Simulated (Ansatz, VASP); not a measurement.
# Ca: VASP beside Ansatz

The input INCAR:

```
ALGO = Fast
EDIFF = 1E-6
ENCUT = 520
GGA = PS
ISIF = 2
ISMEAR = 0
LASPH = True
LCHARG = True
LELF = True
LREAL = False
LVHAR = True
LWAVE = False
NBANDS = 11
NELM = 80
PREC = Accurate
SIGMA = 0.15
```

KPOINTS

```
k-points
0
Gamma
  14 14 14
```

POSCAR

```
Ca
1.0
    0.0000000000      2.7942000000      2.8361130000
    2.7942000000      0.0000000000      2.8361130000
    2.7942000000      2.7942000000      0.0000000000
Ca
1
Direct
    0.0000000000      0.0000000000      0.0000000000
```

Input for Ansatz:

```yaml
crystal:
  lattice:
    - [0.0, 2.7942, 2.836113]
    - [2.7942, 0.0, 2.836113]
    - [2.7942, 2.7942, 0.0]
  atoms:
    - { symbol: Ca, position: [0.0, 0.0, 0.0] }
basis:
  ecutwfc: 420
kpoints:
  mp_grid: { grid: [14, 14, 14] }
hamiltonian:
  xc: pbesol
scf:
  occupations: { method: gaussian, width: 0.15 }
output:
  forces: true
  stress: true
  eigenvalues: true
```

Change from the starting cell: strain +0.000 along x and y, +0.015 along z, atoms carried along.

Alike in both runs: task single point; functional PBEsol; k mesh 14 × 14 × 14; occupations gaussian, width 0.15 eV; no spin polarisation.

|  | VASP | Ansatz |
| --- | --- | --- |
| version | VASP 6.6.1 | Ansatz 0.2.0 |
| potentials or method | VASP PAW PBE potentials, release 64 (Ca_sv), cutoff 520 eV | scalar-relativistic, plane waves, PAW |
| valence electrons in the cell | 10 | 10 |

|  | VASP | Ansatz | Ansatz less VASP |
| --- | --- | --- | --- |
| gap on the k mesh at the Fermi level (eV) | none | none | - |
| pressure (GPa) | -1.3 | -1.4 | -0.02 |
| traceless stress, the component that is largest in VASP (GPa) | -0.08 | -0.08 | 0.000 |

VASP's potentials were made for PBE, not for PBEsol. A gap of «none» marks a metal or a gap that the smearing closes.
